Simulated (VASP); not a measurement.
# In: single point with PBE

In:

```
In
1.0
     2.91060   -1.70772    0.01627
     2.91060    1.70772    0.01627
    -2.02190    0.00000    2.75361
In
1
Direct
  0.00000 0.00000 0.50000
```

```yaml
Program: VASP 6.6.1
Task: single point
Functional: PBE
Potentials_or_basis: VASP PAW PBE potentials, release 64 (In_d)
Cutoff: 520 eV
k_mesh: 20 × 20 × 20
Occupations: gaussian, width 0.1 eV
Spin: no spin polarisation
Dipole_correction: no
Further_INCAR_settings: ALGO = Fast; EDIFF = 1e-06; NBANDS = 12
```

```json
{
 "Pressure": "-0.1 GPa",
 "Band gap on the k mesh": "zero (an odd number of electrons rules out a gap without spin polarisation)"
}
```

Levels at points of the mesh, in eV from the Fermi level:
```tsv
k point	band 3	band 4	band 5	band 6	band 7	band 8	band 9	band 10
(0.00, 0.00, 0.00)	-14.58	-14.46	-14.43	-9.22	10.08	10.14	10.15	11.41
(0.50, 0.00, 0.00)	-14.57	-14.32	-14.30	-4.30	-3.18	7.84	8.26	10.77
(0.50, 0.50, 0.00)	-14.32	-14.27	-14.27	-1.92	-1.90	3.70	3.71	6.85
(0.00, 0.00, 0.50)	-14.58	-14.32	-14.30	-4.30	-3.18	7.84	8.26	10.77
(0.50, 0.00, 0.50)	-14.32	-14.29	-14.27	-2.33	-2.15	3.97	4.11	7.24
(0.50, 0.50, 0.50)	-14.57	-14.32	-14.30	-4.31	-3.18	7.85	8.27	10.78
```

Wall time 6.6 min on 1 thread of Intel(R) Xeon(R) 6975P-C (Granite Rapids) (shared host), peak memory 0.72 GiB.

Caveat: spin-orbit coupling is left out, which moves the levels of the heavy elements.
